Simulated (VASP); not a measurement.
# GaAs3 (Im-3m) in VASP: further runs

Runs on GaAs3. Level: PBE. Tasks: single point.

Program: VASP 6.6.1. These are calculated values, not measurements. Logs are shortened: lines on timing, memory, paths and dates and some standing lists are left out, and cuts for length are marked.

### 1 The cell of the first run

It takes space group Im-3m (No. 229, cubic). Conventional cell: a = 5.446 Å, b = 5.446 Å, c = 5.446 Å, α = 90.00°, β = 90.00°, γ = 90.00°. Ga (site symmetry m-3m) has 6 As at 2.72 Å within 3.6 Å. Within 3.6 Å of As (site symmetry 4/mmm) lie 2 Ga at 2.72 Å and 4 As at 2.72 Å.

The cell was built from a structure type or drawn by symmetry, and may not be a known phase.

### 2 Single point, PBE

Input file INCAR:

```
PREC = Accurate
ENCUT = 500
EDIFF = 1E-6
ISMEAR = 0
SIGMA = 0.1
LREAL = F
LASPH = T
NELM = 120
ALGO = Normal
ISIF = 2
LWAVE = F
LCHARG = T
GGA = PE
LELF = T
LVHAR = T
NBANDS = 22
GGA_COMPAT = F
```

Input file KPOINTS:

```
regular mesh
0
Gamma
  4 4 4
```

Input file POSCAR:

```
GaAs3
1.0
   -2.7230493449      2.7230493449      2.7230493449
    2.7230493449     -2.7230493449      2.7230493449
    2.7230493449      2.7230493449     -2.7230493449
Ga As
1 3
Direct
    0.0000000000      0.0000000000      0.0000000000
    0.0000000000      0.5000000000      0.5000000000
    0.5000000000      0.0000000000      0.5000000000
    0.5000000000      0.5000000000      0.0000000000
```

Potentials or basis: VASP PAW PBE potentials, release 64 (Ga_d, As).

Run with:

```
$ cat potpaw_PBE.64/Ga_d/POTCAR potpaw_PBE.64/As/POTCAR > POTCAR
$ mpirun -np 1 vasp_std > vasp.out
```

OUTCAR:

```text
PREC = Accurate
   ENCUT = 500
   EDIFF = 1E-6
   ISMEAR = 0
   LREAL = F
   LASPH = T
   NELM = 120
   ISIF = 2
   GGA = PE

 ion  position               nearest neighbor table
   1  0.000  0.000  0.000-   2 2.72   3 2.72   4 2.72   2 2.72   3 2.72   4 2.72
   2  0.000  0.500  0.500-   1 2.72   3 2.72   4 2.72   1 2.72   4 2.72   3 2.72
   3  0.500  0.000  0.500-   1 2.72   2 2.72   4 2.72   4 2.72   1 2.72   2 2.72
   4  0.500  0.500  0.000-   1 2.72   2 2.72   3 2.72   3 2.72   2 2.72   1 2.72

  LATTYP: Found a body centered cubic cell.
 ALAT       =     5.4460986898

  Lattice vectors:

 A1 = (  -2.7230493449,   2.7230493449,   2.7230493449)
 A2 = (   2.7230493449,  -2.7230493449,   2.7230493449)
 A3 = (   2.7230493449,   2.7230493449,  -2.7230493449)

Analysis of symmetry for initial positions (statically):
=====================================================================
 Subroutine PRICEL returns:
 Original cell was already a primitive cell.

 Routine SETGRP: Setting up the symmetry group for a
 body centered cubic supercell.

 Subroutine GETGRP returns: Found 48 space group operations
 (whereof 48 operations were pure point group operations)
 out of a pool of 48 trial point group operations.

The static configuration has the point symmetry O_h .

Analysis of symmetry for dynamics (positions and initial velocities):
=====================================================================
 Subroutine PRICEL returns:
 Original cell was already a primitive cell.

 Routine SETGRP: Setting up the symmetry group for a
 body centered cubic supercell.

 Subroutine GETGRP returns: Found 48 space group operations
 (whereof 48 operations were pure point group operations)
 out of a pool of 48 trial point group operations.

The dynamic configuration has the point symmetry O_h .

 Subroutine INISYM returns: Found 48 space group operations
 (whereof 48 operations are pure point group operations),
 and found     1 'primitive' translations

----------------------------------------------------------------------------------------

                                     Primitive cell

  volume of cell :      80.7656

  direct lattice vectors                    reciprocal lattice vectors
    -2.723049345  2.723049345  2.723049345     0.000000000  0.183617679  0.183617679
[... 72 lines left out ...]
   NELM   =    120;   NELMIN=  2; NELMDL= -5     # of ELM steps
   EDIFF  = 0.1E-05   stopping-criterion for ELM
   LREAL  =      F    real-space projection
   EDIFFG = 0.1E-04   stopping-criterion for IOM
   NSW    =      0    number of steps for IOM
   IBRION =     -1    ionic relax: 0-MD 1-quasi-New 2-CG
   NFREE  =      0    steps in history (QN), initial steepest desc. (CG)
   ISIF   =      2    stress and relaxation
   ISYM   =      2    0-nonsym 1-usesym 2-fastsym
   POTIM  = 0.5000    time-step for ionic-motion
   TEBEG  =    0.0;   TEEND  =   0.0 temperature during run
   PSTRESS=    0.0 pullay stress
   NELECT =      28.0000    total number of electrons
   NUPDOWN=      -1.0000    fix difference up-down
   EMIN   =  10.00;   EMAX   =-10.00  energy-range for DOS
   EFERMI =   0.00;   METHOD = LEGACY
   ISMEAR =     0;   SIGMA  =   0.10  broadening in eV -4-tet -1-fermi 0-gaus
   EFERMI_NEDOS =   21; number of points for ismear=-14 and -15
   IALGO  =     38    algorithm
   IMIX   =      4    mixing-type and parameters
     AMIX     =   0.40;   BMIX     =  1.00
     AMIX_MAG =   1.60;   BMIX_MAG =  1.00
  volume/ion in A,a.u.               =      20.19       136.26
  Fermi-wavevector in a.u.,A,eV,Ry     =   1.150055  2.173289 17.995431  1.322627
  Thomas-Fermi vector in A             =   2.286721
   LORBIT       =      0    0 simple, 1 ext, 2 COOP (PROOUT), +10 PAW based schemes
   GGA     = PE    functional components
   LHFCALC =     F    Hartree Fock is set to
   AEXX    =    0.0000 exact exchange contribution
   IVDW    =     0    specifies the selected vdW correction
   LEPSILON=     F    determine dielectric tensor
   LRPA    =     F    only Hartree local field effects (RPA)
 non-spin polarized calculation
 Gauss-broadening in eV      SIGMA  =   0.10
  energy-cutoff  :      500.00
  volume of cell :       80.77
 maximum number of plane-waves:      2093
 NGX is ok and might be reduce to    36
   NGX = 17   NGY = 17   NGZ = 17

 number of electron      28.0000020 magnetization

 Free energy of the ion-electron system (eV)
  ---------------------------------------------------
  ext. energy  EPLUGINS =         0.00000000
  ---------------------------------------------------
  free energy    TOTEN  =       -16.50072389 eV

  energy without entropy =      -16.47526984  energy(sigma->0) =      -16.48799687

 E-fermi :   5.2013     XC(G=0): -10.4034

 val. band max:        5.1684179147   @ k =   0.5000   0.5000   0.2500
 cond. band min:       5.2415425228   @ k =   0.2500   0.0000   0.0000
 fundamental gap:      0.0731246082
 Fermi energy:         5.2013416521

 k-point     1 :       0.0000    0.0000    0.0000
  band No.  band energies     occupation
      1      -9.4033      2.00000
      2      -9.4033      2.00000
      3      -9.3394      2.00000
      4      -9.3394      2.00000
      5      -9.3394      2.00000
      6      -8.7240      2.00000
[... 189 lines left out ...]
     21      11.8869      0.00000
     22      14.8015      0.00000

------------------------ aborting loop because EDIFF is reached ----------------------------------------

  FORCE on cell =-STRESS in cart. coord.  units (eV):
  Direction    XX          YY          ZZ          XY          YZ          ZX
  --------------------------------------------------------------------------------------
  -------------------------------------------------------------------------------------
  Total       -0.6266998     -0.6266998     -0.6266998     -0.0000000     -0.0000000      0.0000000
  in kB      -12.4320742    -12.4320742    -12.4320742     -0.0000000     -0.0000000      0.0000000
  external PRESSURE =     -12.4320742 kB  Pullay stress =       0.0000000 kB

 VOLUME and BASIS-vectors are now :
 -----------------------------------------------------------------------------
  energy-cutoff  :      500.00
  volume of cell :       80.77
      direct lattice vectors                 reciprocal lattice vectors
    -2.723049345  2.723049345  2.723049345     0.000000000  0.183617679  0.183617679
     2.723049345 -2.723049345  2.723049345     0.183617679  0.000000000  0.183617679
     2.723049345  2.723049345 -2.723049345     0.183617679  0.183617679  0.000000000

 POSITION                                       TOTAL-FORCE (eV/Angst)
 -----------------------------------------------------------------------------------
      0.00000      0.00000      0.00000        -0.000000      0.000000      0.000000
      2.72305      0.00000      0.00000         0.000000     -0.000000     -0.000000
      0.00000      2.72305      0.00000        -0.000000     -0.000000     -0.000000
      0.00000      0.00000      2.72305        -0.000000     -0.000000      0.000000
 -----------------------------------------------------------------------------------
    total drift:                                0.000000     -0.000000     -0.000000

  FREE ENERGIE OF THE ION-ELECTRON SYSTEM (eV)
  ---------------------------------------------------
  free  energy   TOTEN  =       -16.5007238950 eV

  energy  without entropy=      -16.4752698351  energy(sigma->0) =      -16.48799687
```

stdout:

```text
POSCAR found type information on POSCAR GaAs
 POSCAR found :  2 types and       4 ions
 scaLAPACK will be used
 LDA part: xc-table for (Slater+PW92), standard interpolation
 POSCAR, INCAR and KPOINTS ok, starting setup
 FFT: planning ... GRIDC
 FFT: planning ... GRID_SOFT
 FFT: planning ... GRID
 WAVECAR not read
 entering main loop
```

Run time: 17 s. Hardware: 1 thread of Intel Xeon Platinum 8488C (Sapphire Rapids), shared host; peak memory 0.2 GiB.

What came out:

```yaml
Free_energy: -16.5007 eV
Pressure: -1.2 GPa
Band_gap_on_the_k_mesh: zero (bands 14 and 15 overlap by 2.55 eV)
```

Levels at points of the mesh, in eV from the Fermi level:
```csv
k point,band 11,band 12,band 13,band 14,band 15,band 16,band 17,band 18
"(0.00, 0.00, 0.00)",-3.94,-3.17,-2.50,-2.50,-2.50,3.23,3.23,3.23
"(0.50, 0.00, 0.00)",-3.24,-1.17,-0.34,-0.33,0.05,1.28,3.58,3.90
"(0.50, 0.50, 0.50)",-6.02,-1.68,-0.66,-0.66,-0.66,6.53,6.53,6.53
```

Caveat: the k points lie up to 0.41 Å⁻¹ apart, too coarse for converged energies and pressures of a metal.

### 3 Single point, PBE

Input file INCAR:

```
ALGO     = Normal         # electronic algorithm
EDIFF    = 1E-6           # SCF threshold, eV
ENCUT    = 500            # plane-wave cutoff, eV
GGA      = PE             # functional
GGA_COMPAT= F            
ISIF     = 2              # what is computed and relaxed
ISMEAR   = 0              # smearing method
LASPH    = T              # aspherical terms in the spheres
LCHARG   = F              # write CHGCAR
LREAL    = F              # projectors in reciprocal space
LWAVE    = F              # write WAVECAR
NBANDS   = 22             # bands
NELM     = 120            # most SCF steps
PREC     = Accurate       # precision mode
SIGMA    = 0.2            # smearing width, eV
```

Input file KPOINTS:

```
k-points
0
Gamma
  5 5 5
```

POSCAR is that of step 2.

Potentials or basis: VASP PAW PBE potentials, release 64 (Ga_d, As).

Run with:

```
$ cat potpaw_PBE.64/Ga_d/POTCAR potpaw_PBE.64/As/POTCAR > POTCAR
$ mpirun -np 1 vasp_std > vasp.out
```

Wall time 14 s (1 thread of Intel Xeon Platinum 8488C (Sapphire Rapids), shared host); peak memory 0.2 GiB.

The run converged. Its results:

- Free energy: -16.9219 eV
- Pressure: -0.6 GPa
- Band gap on the k mesh: zero (bands 14 and 15 overlap by 2.94 eV)

Levels at points of the mesh, in eV from the Fermi level:
```
           k point  band 11  band 12  band 13  band 14  band 15  band 16  band 17  band 18
(0.00, 0.00, 0.00)    -4.19    -3.50    -2.78    -2.78    -2.78     2.95     2.95     2.95
```
